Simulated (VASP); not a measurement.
# Pr2B (P4/mmm) in VASP: notebook

Runs on Pr2B. Level: PBE. Tasks: single point, relaxation of cell and atoms.

All numbers are computed with VASP 6.6.1; they aren't measurements. Logs are shortened: lines on timing, memory, paths and dates and some standing lists are left out, and cuts for length are marked.

**1. The cell of the first run**

The structure is tetragonal, space group P4/mmm (No. 123). Conventional cell: a = 5.131 Å, b = 5.131 Å, c = 10.295 Å, α = 90.00°, β = 90.00°, γ = 90.00°. Pr (site symmetry mmm) has 2 B at 2.57 Å within 3.4 Å. Pr (site symmetry 4mm) has 1 B at 2.33 Å within 3.1 Å. Within 3.4 Å of B (site symmetry 4/mmm) lie 4 Pr at 2.57 Å. B (site symmetry 4/mmm) has 2 Pr at 2.33 Å within 3.1 Å.

The cell was generated, and may not be a known phase.

**2. Single point, PBE**

The input, INCAR:

```
ALGO = Normal
EDIFF = 1E-6
ENCUT = 500
GGA = PE
GGA_COMPAT = False
ISIF = 2
ISMEAR = 0
LASPH = True
LCHARG = False
LMAXMIX = 6
LREAL = False
LWAVE = False
NBANDS = 34
NELM = 200
PREC = Accurate
SIGMA = 0.2
```

The input, KPOINTS:

```
k-points
0
Gamma
  4 4 3
```

The input, POSCAR:

```
Pr2B
1.0
    5.1311043609      0.0000000000      0.0000000000
    0.0000000000      5.1311043609      0.0000000000
    0.0000000000      0.0000000000     10.2953570334
Pr B
4 2
Direct
    0.5000000000      0.0000000000      0.0000000000
    0.0000000000      0.5000000000      0.0000000000
    0.0000000000      0.0000000000      0.7263322637
    0.0000000000      0.0000000000      0.2736677363
    0.5000000000      0.5000000000      0.0000000000
    0.0000000000      0.0000000000      0.5000000000
```

Potentials or basis: VASP PAW PBE potentials, release 64 (Pr_3, B), 4f in core.

Run with:

```
$ cat potpaw_PBE.64/Pr_3/POTCAR potpaw_PBE.64/B/POTCAR > POTCAR
$ mpirun -np 1 vasp_std > vasp.out
```

OUTCAR:

```text
EDIFF = 1E-6
   ENCUT = 500
   GGA = PE
   ISIF = 2
   ISMEAR = 0
   LASPH = True
   LREAL = False
   NELM = 200
   PREC = Accurate

 ion  position               nearest neighbor table
   1  0.500  0.000  0.000-   5 2.57   5 2.57   2 3.63   2 3.63   2 3.63   2 3.63   4 3.81   3 3.81
                             4 3.81   3 3.81
   2  0.000  0.500  0.000-   5 2.57   5 2.57   1 3.63   1 3.63   1 3.63   1 3.63   4 3.81   3 3.81
                             4 3.81   3 3.81
   3  0.000  0.000  0.726-   6 2.33   2 3.81   1 3.81   2 3.81   1 3.81
   4  0.000  0.000  0.274-   6 2.33   2 3.81   1 3.81   2 3.81   1 3.81
   5  0.500  0.500  0.000-   1 2.57   2 2.57   1 2.57   2 2.57
   6  0.000  0.000  0.500-   3 2.33   4 2.33

  LATTYP: Found a simple tetragonal cell.
 ALAT       =     5.1311043609
 C/A-ratio  =     2.0064602684

  Lattice vectors:

 A1 = (   5.1311043609,   0.0000000000,   0.0000000000)
 A2 = (   0.0000000000,   5.1311043609,   0.0000000000)
 A3 = (   0.0000000000,   0.0000000000,  10.2953570334)

Analysis of symmetry for initial positions (statically):
=====================================================================
 Subroutine PRICEL returns:
 Original cell was already a primitive cell.

 Routine SETGRP: Setting up the symmetry group for a
 simple tetragonal supercell.

 Subroutine GETGRP returns: Found 16 space group operations
 (whereof 16 operations were pure point group operations)
 out of a pool of 16 trial point group operations.

The static configuration has the point symmetry D_4h.

Analysis of symmetry for dynamics (positions and initial velocities):
=====================================================================
 Subroutine PRICEL returns:
 Original cell was already a primitive cell.

 Routine SETGRP: Setting up the symmetry group for a
 simple tetragonal supercell.

 Subroutine GETGRP returns: Found 16 space group operations
 (whereof 16 operations were pure point group operations)
 out of a pool of 16 trial point group operations.

The dynamic configuration has the point symmetry D_4h.

 Subroutine INISYM returns: Found 16 space group operations
 (whereof 16 operations are pure point group operations),
 and found     1 'primitive' translations

----------------------------------------------------------------------------------------

                                     Primitive cell

  volume of cell :     271.0585

  direct lattice vectors                    reciprocal lattice vectors
     5.131104361  0.000000000  0.000000000     0.194889819  0.000000000  0.000000000
     0.000000000  5.131104361  0.000000000     0.000000000  0.194889819  0.000000000
     0.000000000  0.000000000 10.295357033     0.000000000  0.000000000  0.097131163

  length of vectors
     5.131104361  5.131104361 10.295357033     0.194889819  0.194889819  0.097131163

  position of ions in fractional coordinates (direct lattice)
     0.500000000  0.000000000  0.000000000
     0.000000000  0.500000000  0.000000000
     0.000000000  0.000000000  0.726332264
     0.000000000  0.000000000  0.273667736
     0.500000000  0.500000000  0.000000000
     0.000000000  0.000000000  0.500000000

  ion indices of the primitive-cell ions
   primitive index   ion index
                 1           1
                 2           2
                 3           3
                 4           4
                 5           5
                 6           6

----------------------------------------------------------------------------------------

 KPOINTS: k-points

Automatic generation of k-mesh.
 Grid dimensions read from file:
 generate k-points for:    4    4    3

 Generating k-lattice:

  Cartesian coordinates                     Fractional coordinates (reciprocal lattice)
     0.048722455  0.000000000  0.000000000     0.250000000  0.000000000  0.000000000
     0.000000000  0.048722455  0.000000000     0.000000000  0.250000000  0.000000000
     0.000000000  0.000000000  0.032377054     0.000000000  0.000000000  0.333333333

  Length of vectors
     0.048722455  0.048722455  0.032377054

  Shift w.r.t. Gamma in fractional coordinates (k-lattice)
     0.000000000  0.000000000  0.000000000

 Subroutine IBZKPT returns following result:
 ===========================================

 Found     12 irreducible k-points:

 Following reciprocal coordinates:
            Coordinates               Weight
  0.000000  0.000000  0.000000      1.000000
  0.250000  0.000000  0.000000      4.000000
  0.500000  0.000000  0.000000      2.000000
  0.250000  0.250000  0.000000      4.000000
  0.500000  0.250000  0.000000      4.000000
  0.500000  0.500000  0.000000      1.000000
  0.000000  0.000000  0.333333      2.000000
  0.250000  0.000000  0.333333      8.000000
  0.500000  0.000000  0.333333      4.000000
  0.250000  0.250000  0.333333      8.000000
  0.500000  0.250000  0.333333      8.000000
  0.500000  0.500000  0.333333      2.000000
   k-points           NKPTS =     12   k-points in BZ     NKDIM =     12   number of bands    NBANDS=     34
   number of dos      NEDOS =    301   number of ions     NIONS =      6
   total plane-waves  NPLWV = 128000
   dimension x,y,z NGX =    40 NGY =   40 NGZ =   80
   dimension x,y,z NGXF=    80 NGYF=   80 NGZF=  160
   ions per type =               4   2
   NGX,Y,Z   is equivalent  to a cutoff of  12.96, 12.96, 12.92 a.u.
   NGXF,Y,Z  is equivalent  to a cutoff of  25.92, 25.92, 25.84 a.u.
 SYSTEM =  unknown system
   PREC   = accura    normal or accurate (medium, high low for compatibility)
   ISTART =      0    job   : 0-new  1-cont  2-samecut
   ICHARG =      2    charge: 1-file 2-atom 10-const
   ISPIN  =      1    spin polarized calculation?
   LNONCOLLINEAR =      F non collinear calculations
   LSORBIT =      F    spin-orbit coupling
   LASPH  =      T    aspherical Exc in radial PAW
   ENCUT  =  500.0 eV  36.75 Ry    6.06 a.u.   9.36  9.36 18.77*2*pi/ulx,y,z
   NELM   =    200;   NELMIN=  2; NELMDL= -5     # of ELM steps
   EDIFF  = 0.1E-05   stopping-criterion for ELM
   LREAL  =      F    real-space projection
   EDIFFG = 0.1E-04   stopping-criterion for IOM
   NSW    =      0    number of steps for IOM
   IBRION =     -1    ionic relax: 0-MD 1-quasi-New 2-CG
   NFREE  =      0    steps in history (QN), initial steepest desc. (CG)
   ISIF   =      2    stress and relaxation
   ISYM   =      2    0-nonsym 1-usesym 2-fastsym
   POTIM  = 0.5000    time-step for ionic-motion
   TEBEG  =    0.0;   TEEND  =   0.0 temperature during run
   PSTRESS=    0.0 pullay stress
   NELECT =      50.0000    total number of electrons
   NUPDOWN=      -1.0000    fix difference up-down
   EMIN   =  10.00;   EMAX   =-10.00  energy-range for DOS
   EFERMI =   0.00;   METHOD = LEGACY
   ISMEAR =     0;   SIGMA  =   0.20  broadening in eV -4-tet -1-fermi 0-gaus
   EFERMI_NEDOS =   21; number of points for ismear=-14 and -15
   IALGO  =     38    algorithm
   IMIX   =      4    mixing-type and parameters
     AMIX     =   0.40;   BMIX     =  1.00
     AMIX_MAG =   1.60;   BMIX_MAG =  1.00
  volume/ion in A,a.u.               =      45.18       304.87
  Fermi-wavevector in a.u.,A,eV,Ry     =   0.931917  1.761067 11.816236  0.868469
  Thomas-Fermi vector in A             =   2.058460
   LORBIT       =      0    0 simple, 1 ext, 2 COOP (PROOUT), +10 PAW based schemes
   GGA     = PE    functional components
   LHFCALC =     F    Hartree Fock is set to
   AEXX    =    0.0000 exact exchange contribution
   IVDW    =     0    specifies the selected vdW correction
   LEPSILON=     F    determine dielectric tensor
   LRPA    =     F    only Hartree local field effects (RPA)
 non-spin polarized calculation
 Gauss-broadening in eV      SIGMA  =   0.20
  energy-cutoff  :      500.00
  volume of cell :      271.06
 maximum number of plane-waves:      6918
 NGX is ok and might be reduce to    40
   NGX = 19   NGY = 19   NGZ = 37

 number of electron      50.0000001 magnetization

 Free energy of the ion-electron system (eV)
  ---------------------------------------------------
  ext. energy  EPLUGINS =         0.00000000
  ---------------------------------------------------
  free energy    TOTEN  =       -23.93290193 eV

  energy without entropy =      -23.69795637  energy(sigma->0) =      -23.81542915

 E-fermi :   0.6392     XC(G=0):  -7.2854

 val. band max:        0.6391281070   @ k =   0.0000   0.0000   0.0000
 cond. band min:       0.6456913122   @ k =   0.5000   0.5000   0.3333
 fundamental gap:      0.0065632052
 Fermi energy:         0.6392035504

 k-point     1 :       0.0000    0.0000    0.0000
  band No.  band energies     occupation
      1     -36.1930      2.00000
      2     -36.1916      2.00000
      3     -35.3329      2.00000
      4     -35.2117      2.00000
      5     -18.2660      2.00000
      6     -18.2660      2.00000
[... 26 lines left out ...]
     33       2.7667      0.00000
     34       2.9801      0.00000

 k-point     2 :       0.2500    0.0000    0.0000
  band No.  band energies     occupation
      1     -36.1925      2.00000
      2     -36.1914      2.00000
      3     -35.3154      2.00000
      4     -35.2296      2.00000
      5     -18.2653      2.00000
      6     -18.2652      2.00000
[... 26 lines left out ...]
     33       2.3407      0.00000
     34       2.7502      0.00000

 k-point     3 :       0.5000    0.0000    0.0000
  band No.  band energies     occupation
      1     -36.1920      2.00000
      2     -36.1912      2.00000
      3     -35.2729      2.00000
      4     -35.2725      2.00000
      5     -18.2873      2.00000
      6     -18.2633      2.00000
[... 26 lines left out ...]
     33       2.4857      0.00000
     34       2.5461      0.00000

 k-point     4 :       0.2500    0.2500    0.0000
  band No.  band energies     occupation
      1     -36.1920      2.00000
      2     -36.1912      2.00000
      3     -35.3028      2.00000
      4     -35.2422      2.00000
      5     -18.2682      2.00000
      6     -18.2661      2.00000
[... 26 lines left out ...]
     33       2.3372      0.00000
     34       2.5984      0.00000

 k-point     5 :       0.5000    0.2500    0.0000
  band No.  band energies     occupation
      1     -36.1915      2.00000
      2     -36.1909      2.00000
      3     -35.2726      2.00000
      4     -35.2725      2.00000
      5     -18.2863      2.00000
      6     -18.2632      2.00000
[... 26 lines left out ...]
     33       2.4958      0.00000
     34       2.7007      0.00000

 k-point     6 :       0.5000    0.5000    0.0000
  band No.  band energies     occupation
      1     -36.1911      2.00000
      2     -36.1907      2.00000
      3     -35.2724      2.00000
      4     -35.2724      2.00000
      5     -18.2854      2.00000
      6     -18.2854      2.00000
[... 26 lines left out ...]
     33       2.3022      0.00000
     34       2.3859      0.00000

 k-point     7 :       0.0000    0.0000    0.3333
  band No.  band energies     occupation
      1     -36.1928      2.00000
      2     -36.1918      2.00000
      3     -35.3329      2.00000
      4     -35.2117      2.00000
      5     -18.2627      2.00000
      6     -18.2627      2.00000
[... 26 lines left out ...]
     33       2.7423      0.00000
     34       3.0568      0.00000

 k-point     8 :       0.2500    0.0000    0.3333
  band No.  band energies     occupation
      1     -36.1923      2.00000
      2     -36.1916      2.00000
      3     -35.3154      2.00000
      4     -35.2296      2.00000
      5     -18.2696      2.00000
      6     -18.2609      2.00000
[... 26 lines left out ...]
     33       2.3516      0.00000
     34       2.4257      0.00000

 k-point     9 :       0.5000    0.0000    0.3333
  band No.  band energies     occupation
      1     -36.1918      2.00000
      2     -36.1913      2.00000
      3     -35.2729      2.00000
      4     -35.2725      2.00000
      5     -18.2911      2.00000
      6     -18.2593      2.00000
[... 26 lines left out ...]
     33       2.4092      0.00000
     34       2.6054      0.00000

 k-point    10 :       0.2500    0.2500    0.3333
  band No.  band energies     occupation
      1     -36.1918      2.00000
      2     -36.1913      2.00000
      3     -35.3028      2.00000
      4     -35.2422      2.00000
      5     -18.2705      2.00000
      6     -18.2665      2.00000
[... 26 lines left out ...]
     33       2.3108      0.00000
     34       2.5083      0.00000

 k-point    11 :       0.5000    0.2500    0.3333
  band No.  band energies     occupation
      1     -36.1914      2.00000
      2     -36.1911      2.00000
      3     -35.2726      2.00000
      4     -35.2725      2.00000
      5     -18.2901      2.00000
      6     -18.2674      2.00000
[... 26 lines left out ...]
     33       2.4806      0.00000
     34       2.5215      0.00000

 k-point    12 :       0.5000    0.5000    0.3333
  band No.  band energies     occupation
      1     -36.1910      2.00000
      2     -36.1908      2.00000
      3     -35.2724      2.00000
      4     -35.2724      2.00000
      5     -18.2892      2.00000
      6     -18.2892      2.00000
[... 26 lines left out ...]
     33       2.5179      0.00000
     34       2.5544      0.00000

------------------------ aborting loop because EDIFF is reached ----------------------------------------

  FORCE on cell =-STRESS in cart. coord.  units (eV):
  Direction    XX          YY          ZZ          XY          YZ          ZX
  --------------------------------------------------------------------------------------
  -------------------------------------------------------------------------------------
  Total        0.1166443      0.1166443      0.1688934      0.0000000      0.0000000      0.0000000
  in kB        0.6894633      0.6894633      0.9982979      0.0000000      0.0000000      0.0000000
  external PRESSURE =       0.7924082 kB  Pullay stress =       0.0000000 kB

 VOLUME and BASIS-vectors are now :
 -----------------------------------------------------------------------------
  energy-cutoff  :      500.00
  volume of cell :      271.06
      direct lattice vectors                 reciprocal lattice vectors
     5.131104361  0.000000000  0.000000000     0.194889819  0.000000000  0.000000000
     0.000000000  5.131104361  0.000000000     0.000000000  0.194889819  0.000000000
     0.000000000  0.000000000 10.295357033     0.000000000  0.000000000  0.097131163

 POSITION                                       TOTAL-FORCE (eV/Angst)
 -----------------------------------------------------------------------------------
      2.56555      0.00000      0.00000         0.000000     -0.000000     -0.000000
      0.00000      2.56555      0.00000         0.000000     -0.000000     -0.000000
      0.00000      0.00000      7.47785         0.000000     -0.000000     -0.012794
      0.00000      0.00000      2.81751        -0.000000      0.000000      0.012794
      2.56555      2.56555      0.00000         0.000000     -0.000000     -0.000000
      0.00000      0.00000      5.14768         0.000000     -0.000000     -0.000000
 -----------------------------------------------------------------------------------
    total drift:                               -0.000000      0.000000     -0.000000

  FREE ENERGIE OF THE ION-ELECTRON SYSTEM (eV)
  ---------------------------------------------------
  free  energy   TOTEN  =       -23.9329019268 eV

  energy  without entropy=      -23.6979563745  energy(sigma->0) =      -23.81542915
```

It took 1.7 min on 1 thread of Intel Xeon 6975P-C (Granite Rapids), shared host; peak memory 0.38 GiB.

Results:

```
Free energy            : -23.9329 eV
Pressure               : 0.1 GPa
Largest force          : 0.013 eV/Å
Band gap on the k mesh : zero (bands 25 and 26 overlap by 0.53 eV)
```

Forces in eV/Å, atoms in the order of the input:
```
Pr   0.000  0.000  0.000
Pr   0.000  0.000  0.000
Pr   0.000  0.000 -0.013
Pr   0.000  0.000  0.013
B    0.000  0.000  0.000
B    0.000  0.000  0.000
```

Levels at points of the mesh, in eV from the Fermi level:
```csv
k point,band 22,band 23,band 24,band 25,band 26,band 27,band 28,band 29
"(0.00, 0.00, 0.00)",-0.31,-0.25,-0.04,-0.04,-0.02,-0.02,0.00,0.78
"(0.50, 0.00, 0.00)",-0.75,-0.67,-0.12,-0.03,0.13,0.20,0.28,0.46
"(0.50, 0.50, 0.00)",-1.18,-0.63,-0.63,0.51,0.51,0.77,0.79,1.26
```

Caveat: spin-orbit coupling is left out, which moves the levels of the heavy elements; the 4f electrons are frozen in the core, so they carry no moment and show no levels. Spin polarisation is off, so any magnetic state and its effect on volume and gap are missing.

(Part 1 of 2 ends here.)
